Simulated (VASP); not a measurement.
# MgO (P6_3mc) in VASP: a series of runs

MgO is run at these levels: PBEsol; tasks: single point.

Everything below comes from runs of VASP 6.6.1. Logs are shortened: lines on timing, memory, paths and dates and some standing lists are left out, and cuts for length are marked.

## 1. The cell of the first run

Symmetry: P6_3mc, No. 186, hexagonal system. Conventional cell: a = 3.130 Å, b = 3.130 Å, c = 5.120 Å, α = 90.00°, β = 90.00°, γ = 120.00°. Within 2.5 Å of Mg (site symmetry 3m) lie 4 O at 1.88 to 2.03 Å. O (site symmetry 3m) has 4 Mg at 1.88 to 2.03 Å within 2.5 Å.

## 2. Single point, PBEsol

INCAR reads:

```
ALGO = Normal
EDIFF = 1E-6
ENCUT = 520
GGA = PS
ISIF = 2
ISMEAR = 0
LASPH = T
LCHARG = F
LREAL = F
LWAVE = F
NBANDS = 16
NELM = 60
PREC = Accurate
SIGMA = 0.05
```

KPOINTS reads:

```
k-points
0
Gamma
  9 9 6
```

POSCAR reads:

```
MgO
1.0
    3.1300000000      0.0000000000      0.0000000000
   -1.5650000000      2.7106595138      0.0000000000
    0.0000000000      0.0000000000      5.1198000000
Mg O
2 2
Direct
    0.3333333333      0.6666666667      0.0036583380
    0.6666666667      0.3333333333      0.5036583380
    0.3333333333      0.6666666667      0.4009416620
    0.6666666667      0.3333333333      0.9009416620
```

Potentials or basis: VASP PAW PBE potentials, release 64 (Mg, O).

Started as:

```
> cat potpaw_PBE.64/Mg/POTCAR potpaw_PBE.64/O/POTCAR > POTCAR
> mpirun -np 1 vasp_std > vasp.out
```

OUTCAR:

```text
EDIFF = 1E-6
   ENCUT = 520
   GGA = PS
   ISIF = 2
   ISMEAR = 0
   LASPH = T
   LREAL = F
   NELM = 60
   PREC = Accurate

 ion  position               nearest neighbor table
   1  0.333  0.667  0.004-   4 1.88   4 1.88   4 1.88   3 2.03   2 3.13   2 3.13   2 3.13   2 3.13
                             2 3.13   2 3.13
   2  0.667  0.333  0.504-   3 1.88   3 1.88   3 1.88   4 2.03   1 3.13   1 3.13   1 3.13   1 3.13
                             1 3.13   1 3.13
   3  0.333  0.667  0.401-   2 1.88   2 1.88   2 1.88   1 2.03
   4  0.667  0.333  0.901-   1 1.88   1 1.88   1 1.88   2 2.03

  LATTYP: Found a hexagonal cell.
 ALAT       =     3.1300000000
 C/A-ratio  =     1.6357188498

  Lattice vectors:

 A1 = (   3.1300000000,   0.0000000000,   0.0000000000)
 A2 = (  -1.5650000000,   2.7106595138,   0.0000000000)
 A3 = (   0.0000000000,   0.0000000000,   5.1198000000)

Analysis of symmetry for initial positions (statically):
=====================================================================
 Subroutine PRICEL returns:
 Original cell was already a primitive cell.

 Routine SETGRP: Setting up the symmetry group for a
 hexagonal supercell.

 Subroutine GETGRP returns: Found 12 space group operations
 (whereof  6 operations were pure point group operations)
 out of a pool of 24 trial point group operations.

The static configuration has the point symmetry C_3v.
 The point group associated with its full space group is C_6v.

Analysis of symmetry for dynamics (positions and initial velocities):
=====================================================================
 Subroutine PRICEL returns:
 Original cell was already a primitive cell.

 Routine SETGRP: Setting up the symmetry group for a
 hexagonal supercell.

 Subroutine GETGRP returns: Found 12 space group operations
 (whereof  6 operations were pure point group operations)
 out of a pool of 24 trial point group operations.

The dynamic configuration has the point symmetry C_3v.
 The point group associated with its full space group is C_6v.

 Subroutine INISYM returns: Found 12 space group operations
 (whereof  6 operations are pure point group operations),
 and found     1 'primitive' translations

----------------------------------------------------------------------------------------

                                     Primitive cell

  volume of cell :      43.4382

  direct lattice vectors                    reciprocal lattice vectors
     3.130000000  0.000000000  0.000000000     0.319488818  0.184456955  0.000000000
    -1.565000000  2.710659514  0.000000000     0.000000000  0.368913910  0.000000000
     0.000000000  0.000000000  5.119800000     0.000000000  0.000000000  0.195320130

  length of vectors
     3.130000000  3.130000000  5.119800000     0.368913910  0.368913910  0.195320130

  position of ions in fractional coordinates (direct lattice)
     0.333333333  0.666666667  0.003658338
     0.666666667  0.333333333  0.503658338
     0.333333333  0.666666667  0.400941662
     0.666666667  0.333333333  0.900941662

  ion indices of the primitive-cell ions
   primitive index   ion index
                 1           1
                 2           2
                 3           3
                 4           4

----------------------------------------------------------------------------------------

 KPOINTS: k-points

Automatic generation of k-mesh.
 Grid dimensions read from file:
 generate k-points for:    9    9    6

 Generating k-lattice:

  Cartesian coordinates                     Fractional coordinates (reciprocal lattice)
     0.035498758  0.020495217  0.000000000     0.111111111  0.000000000  0.000000000
     0.000000000  0.040990434  0.000000000     0.000000000  0.111111111  0.000000000
     0.000000000  0.000000000  0.032553355     0.000000000  0.000000000  0.166666667

  Length of vectors
     0.040990434  0.040990434  0.032553355

  Shift w.r.t. Gamma in fractional coordinates (k-lattice)
     0.000000000  0.000000000  0.000000000

 Subroutine IBZKPT returns following result:
 ===========================================

 Found     48 irreducible k-points:

 Following reciprocal coordinates:
            Coordinates               Weight
  0.000000  0.000000  0.000000      1.000000
  0.111111  0.000000  0.000000      6.000000
  0.222222 -0.000000  0.000000      6.000000
  0.333333  0.000000  0.000000      6.000000
  0.444444 -0.000000  0.000000      6.000000
  0.111111  0.111111  0.000000      6.000000
[... 16 lines left out ...]
  0.333333  0.222222  0.166667     24.000000
  0.333333  0.333333  0.166667      4.000000
 [... further k-points ...]
   k-points           NKPTS =     48   k-points in BZ     NKDIM =     48   number of bands    NBANDS=     16
   number of dos      NEDOS =    301   number of ions     NIONS =      4
   total plane-waves  NPLWV =  23040
   dimension x,y,z NGX =    24 NGY =   24 NGZ =   40
   dimension x,y,z NGXF=    48 NGYF=   48 NGZF=   80
   ions per type =               2   2
   NGX,Y,Z   is equivalent  to a cutoff of  12.75, 12.75, 12.99 a.u.
   NGXF,Y,Z  is equivalent  to a cutoff of  25.49, 25.49, 25.98 a.u.
 SYSTEM =  unknown system
   PREC   = accura    normal or accurate (medium, high low for compatibility)
   ISTART =      0    job   : 0-new  1-cont  2-samecut
   ICHARG =      2    charge: 1-file 2-atom 10-const
   ISPIN  =      1    spin polarized calculation?
   LNONCOLLINEAR =      F non collinear calculations
   LSORBIT =      F    spin-orbit coupling
   LASPH  =      T    aspherical Exc in radial PAW
   ENCUT  =  520.0 eV  38.22 Ry    6.18 a.u.   5.82  5.82  9.52*2*pi/ulx,y,z
   NELM   =     60;   NELMIN=  2; NELMDL= -5     # of ELM steps
   EDIFF  = 0.1E-05   stopping-criterion for ELM
   LREAL  =      F    real-space projection
   EDIFFG = 0.1E-04   stopping-criterion for IOM
   NSW    =      0    number of steps for IOM
   IBRION =     -1    ionic relax: 0-MD 1-quasi-New 2-CG
   NFREE  =      0    steps in history (QN), initial steepest desc. (CG)
   ISIF   =      2    stress and relaxation
   ISYM   =      2    0-nonsym 1-usesym 2-fastsym
   POTIM  = 0.5000    time-step for ionic-motion
   TEBEG  =    0.0;   TEEND  =   0.0 temperature during run
   PSTRESS=    0.0 pullay stress
   NELECT =      16.0000    total number of electrons
   NUPDOWN=      -1.0000    fix difference up-down
   EMIN   =  10.00;   EMAX   =-10.00  energy-range for DOS
   EFERMI =   0.00;   METHOD = LEGACY
   ISMEAR =     0;   SIGMA  =   0.05  broadening in eV -4-tet -1-fermi 0-gaus
   EFERMI_NEDOS =   21; number of points for ismear=-14 and -15
   IALGO  =     38    algorithm
   IMIX   =      4    mixing-type and parameters
     AMIX     =   0.40;   BMIX     =  1.00
     AMIX_MAG =   1.60;   BMIX_MAG =  1.00
  volume/ion in A,a.u.               =      10.86        73.28
  Fermi-wavevector in a.u.,A,eV,Ry     =   1.173521  2.217632 18.737272  1.377151
  Thomas-Fermi vector in A             =   2.309932
   LORBIT       =      0    0 simple, 1 ext, 2 COOP (PROOUT), +10 PAW based schemes
   GGA     = PS    functional components
   LHFCALC =     F    Hartree Fock is set to
   AEXX    =    0.0000 exact exchange contribution
   IVDW    =     0    specifies the selected vdW correction
   LEPSILON=     F    determine dielectric tensor
   LRPA    =     F    only Hartree local field effects (RPA)
 non-spin polarized calculation
 Gauss-broadening in eV      SIGMA  =   0.05
  energy-cutoff  :      520.00
  volume of cell :       43.44
 maximum number of plane-waves:      1184
 NGX is ok and might be reduce to    24
   NGX = 11   NGY = 11   NGZ = 19

 number of electron      15.9999996 magnetization

 Free energy of the ion-electron system (eV)
  ---------------------------------------------------
  ext. energy  EPLUGINS =         0.00000000
  ---------------------------------------------------
  free energy    TOTEN  =       -24.25369781 eV

  energy without entropy =      -24.25369781  energy(sigma->0) =      -24.25369781

 E-fermi :   1.5893     XC(G=0): -10.3460

 val. band max:        1.2995347946   @ k =   0.0000   0.0000   0.0000
 cond. band min:       5.2934999830   @ k =   0.0000   0.0000   0.0000
 fundamental gap:      3.9939651884
 Fermi energy:         1.5893110520

 k-point     1 :       0.0000    0.0000    0.0000
  band No.  band energies     occupation
      1     -14.9844      2.00000
      2     -14.1596      2.00000
      3      -2.2405      2.00000
      4       0.8320      2.00000
      5       0.8320      2.00000
      6       1.0675      2.00000
[... 8 lines left out ...]
     15      19.3255      0.00000
     16      19.3255      0.00000

 k-point     2 :       0.1111    0.0000    0.0000
  band No.  band energies     occupation
      1     -14.9048      2.00000
      2     -14.1212      2.00000
      3      -2.0975      2.00000
      4       0.4540      2.00000
      5       0.6632      2.00000
      6       0.7480      2.00000
[... 8 lines left out ...]
     15      18.6178      0.00000
     16      19.0536      0.00000

 k-point     3 :       0.2222   -0.0000    0.0000
  band No.  band energies     occupation
      1     -14.6906      2.00000
      2     -14.0279      2.00000
      3      -1.6941      2.00000
      4      -0.4856      2.00000
      5       0.0043      2.00000
      6       0.5735      2.00000
[... 8 lines left out ...]
     15      17.4545      0.00000
     16      18.2226      0.00000

 k-point     4 :       0.3333    0.0000    0.0000
  band No.  band energies     occupation
      1     -14.4152      2.00000
      2     -13.9381      2.00000
      3      -1.3669      2.00000
      4      -1.1034      2.00000
      5      -0.6115      2.00000
      6       0.4045      2.00000
[... 8 lines left out ...]
     15      16.6981      0.00000
     16      18.4896      0.00000
[... 324 lines left out ...]
 k-point    22 :       0.2222    0.2222    0.1667
  band No.  band energies     occupation
      1     -14.2564      2.00000
      2     -13.9332      2.00000
      3      -1.3802      2.00000
      4      -1.1888      2.00000
      5      -0.2517      2.00000
      6       0.0112      2.00000
[... 8 lines left out ...]
     15      16.1670      0.00000
     16      19.2283      0.00000

 k-point    23 :       0.3333    0.2222    0.1667
  band No.  band energies     occupation
      1     -14.0771      2.00000
      2     -13.9199      2.00000
      3      -1.5881      2.00000
      4      -1.0160      2.00000
      5      -0.4676      2.00000
      6       0.0455      2.00000
[... 8 lines left out ...]
     15      15.7749      0.00000
     16      19.3163      0.00000

 k-point    24 :       0.3333    0.3333    0.1667
  band No.  band energies     occupation
      1     -13.9656      2.00000
      2     -13.9656      2.00000
      3      -1.4070      2.00000
      4      -0.8092      2.00000
      5      -0.8092      2.00000
      6      -0.2551      2.00000
[... 8 lines left out ...]
     15      15.3511      0.00000
     16      20.4880      0.00000

 [... further k-points ...]
[... 5 lines left out ...]
  --------------------------------------------------------------------------------------
  -------------------------------------------------------------------------------------
  Total        5.8896458      5.8896458      0.3262414      0.0000000      0.0000000      0.0000000
  in kB      217.2338292    217.2338292     12.0330943      0.0000000      0.0000000      0.0000000
  external PRESSURE =     148.8335842 kB  Pullay stress =       0.0000000 kB

 VOLUME and BASIS-vectors are now :
 -----------------------------------------------------------------------------
  energy-cutoff  :      520.00
  volume of cell :       43.44
      direct lattice vectors                 reciprocal lattice vectors
     3.130000000  0.000000000  0.000000000     0.319488818  0.184456955  0.000000000
    -1.565000000  2.710659514  0.000000000     0.000000000  0.368913910  0.000000000
     0.000000000  0.000000000  5.119800000     0.000000000  0.000000000  0.195320130

 POSITION                                       TOTAL-FORCE (eV/Angst)
 -----------------------------------------------------------------------------------
     -0.00000      1.80711      0.01873        -0.000000     -0.000000      0.815456
      1.56500      0.90355      2.57863         0.000000      0.000000      0.815456
     -0.00000      1.80711      2.05274        -0.000000      0.000000     -0.815456
      1.56500      0.90355      4.61264         0.000000     -0.000000     -0.815456
 -----------------------------------------------------------------------------------
    total drift:                               -0.000000     -0.000000     -0.001529

  FREE ENERGIE OF THE ION-ELECTRON SYSTEM (eV)
  ---------------------------------------------------
  free  energy   TOTEN  =       -24.2536978074 eV

  energy  without entropy=      -24.2536978074  energy(sigma->0) =      -24.25369781
```

Run time: 16 s. Hardware: 1 thread of AMD EPYC 9R45 (Zen 5), shared host; peak memory 0.14 GiB.

What came out:

| Item | Value |
| --- | --- |
| Free energy | -24.2537 eV |
| Pressure | 14.9 GPa |
| Largest force | 0.815 eV/Å |
| Band gap on the k mesh | 3.99 eV, direct |

Forces on the atoms (eV/Å):
```
Mg   0.000  0.000  0.815
Mg   0.000  0.000  0.815
O    0.000  0.000 -0.815
O    0.000  0.000 -0.815
```

Caveat: the PAW data sets were made with another functional, which shifts forces and pressure a little. A k mesh can miss the band edges.

## 3. Single point, PBEsol

This run uses another cell than the first one, of 11.08 Å³/atom, 1.020 times its volume.

INCAR reads:

```
SYSTEM = MgO
ALGO = Normal ; EDIFF = 1E-6
ENCUT = 520 ; GGA = PS
ISIF = 2 ; ISMEAR = 0
LASPH = .True. ; LCHARG = .True.
LELF = .True. ; LREAL = .False.
LVHAR = .True. ; LWAVE = .False.
NBANDS = 16 ; NELM = 100
PREC = Accurate ; SIGMA = 0.05
```

KPOINTS reads:

```
k-points
0
Gamma
  9 9 6
  0 0 0
```

POSCAR reads:

```
MgO
1.0
    3.0722000000      0.0000000000      0.0000000000
   -1.5361000000      2.6606032455      0.0000000000
    0.0000000000      0.0000000000      5.4209000000
Mg O
2 2
Direct
    0.3333333333      0.6666666667      0.0036583380
    0.6666666667      0.3333333333      0.5036583380
    0.3333333333      0.6666666667      0.4009416620
    0.6666666667      0.3333333333      0.9009416620
```

Potentials or basis: VASP PAW PBE potentials, release 64 (Mg, O).

Started as:

```
> cat potpaw_PBE.64/Mg/POTCAR potpaw_PBE.64/O/POTCAR > POTCAR
> mpirun -np 1 vasp_std > vasp.out
```

Run time: 18 s. Hardware: 1 thread of AMD EPYC 9R45 (Zen 5), shared host; peak memory 0.14 GiB.

The run converged. Its results:

| Quantity | Value |
| --- | --- |
| Free energy | -23.9467 eV |
| Pressure | 15.7 GPa |
| Largest force | 1.332 eV/Å |
| Band gap on the k mesh | 3.94 eV, direct |

Forces on the atoms (eV/Å):
```
Mg   0.000  0.000  1.332
Mg   0.000  0.000  1.332
O    0.000  0.000 -1.332
O    0.000  0.000 -1.332
```

Stress tensor (GPa, compression positive):
```
27.52  0.00  0.00
 0.00 27.52  0.00
 0.00  0.00 -7.85
```

Levels at points of the mesh, in eV from the valence-band top:
```
           k point  band 6  band 7  band 8  band 9  band 10  band 11
(0.00, 0.00, 0.00)   -0.05    0.00    0.00    3.94     9.54    10.12
(0.00, 0.00, 0.50)   -0.08   -0.08   -0.08    6.49     6.49    13.06
```

Caveat: the PAW data sets were made with another functional, which shifts forces and pressure a little. A k mesh can miss the band edges.
